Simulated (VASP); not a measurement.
Write the native input for VASP 6.6.1 that does the following.

```yaml
Task: single point
Functional: r2SCAN
Potentials_or_basis: VASP PAW PBE potentials, release 64 (Yb)
Cutoff: 520 eV
k_mesh: 7 × 7 × 7
Occupations: fermi-dirac, width 0.1 eV
Spin: no spin polarisation
Dipole_correction: no
Further_INCAR_settings: ALGO = Normal; EDIFF = 1e-06; NBANDS = 31
```

Yb:

```
CELL_PARAMETERS angstrom
0.00000 4.12512 4.12512
4.12512 0.00000 4.12512
4.12512 4.12512 0.00000
ATOMIC_POSITIONS crystal
Yb 0.12500 0.12500 0.12500
Yb 0.87500 0.87500 0.87500
```

This cell differs from its parent crystal: volume scaled by 0.88.

One way to write it, as run:

POSCAR

```
Yb
1.0
    0.0000000000      4.1251192068      4.1251192068
    4.1251192068      0.0000000000      4.1251192068
    4.1251192068      4.1251192068      0.0000000000
Yb
2
Direct
    0.1250000000      0.1250000000      0.1250000000
    0.8750000000      0.8750000000      0.8750000000
```

INCAR.step1

```
SYSTEM = Yb
  PREC = Accurate
  ENCUT = 520
  ISMEAR = -1
  SIGMA = 0.1
  LREAL = .False.
  LASPH = .True.
  NELM = 80
  NBANDS = 31
  GGA = PE
  ALGO = Normal
  EDIFF = 1E-4
  LWAVE = .True.
  LCHARG = .False.
```

INCAR.step2

```
SYSTEM = Yb
  PREC = Accurate
  ENCUT = 520
  EDIFF = 1E-6
  ISMEAR = -1
  SIGMA = 0.1
  LREAL = .False.
  LASPH = .True.
  NELM = 80
  ALGO = Normal
  ISIF = 2
  LWAVE = .False.
  LCHARG = .False.
  METAGGA = R2SCAN
  LMIXTAU = .True.
  NBANDS = 31
  ISTART = 1
```

KPOINTS

```
regular mesh
0
Gamma
  7 7 7
  0 0 0
```

Potentials or basis: VASP PAW PBE potentials, release 64 (Yb).

Command:

```console
$ cat potpaw_PBE.64/Yb/POTCAR > POTCAR
$ cp INCAR.step1 INCAR
$ mpirun -np 1 vasp_std > vasp.out
$ cp INCAR.step2 INCAR
$ mpirun -np 1 vasp_std > vasp.out
```

Results of the run:

| Item | Value |
| --- | --- |
| Pressure | 0.8 GPa |
| Band gap on the k mesh | zero (band 24 reaches 0.69 eV, above the bottom of band 25 at -0.52 eV) |

Caveat: the PAW data sets were made with another functional, which shifts forces and pressure a little; spin-orbit coupling is left out, which moves the levels of the heavy elements.

Wall time 15 min on 1 thread of AMD EPYC 9R45 96-Core Processor (Zen 5), with other jobs on the host, peak memory 0.38 GiB.
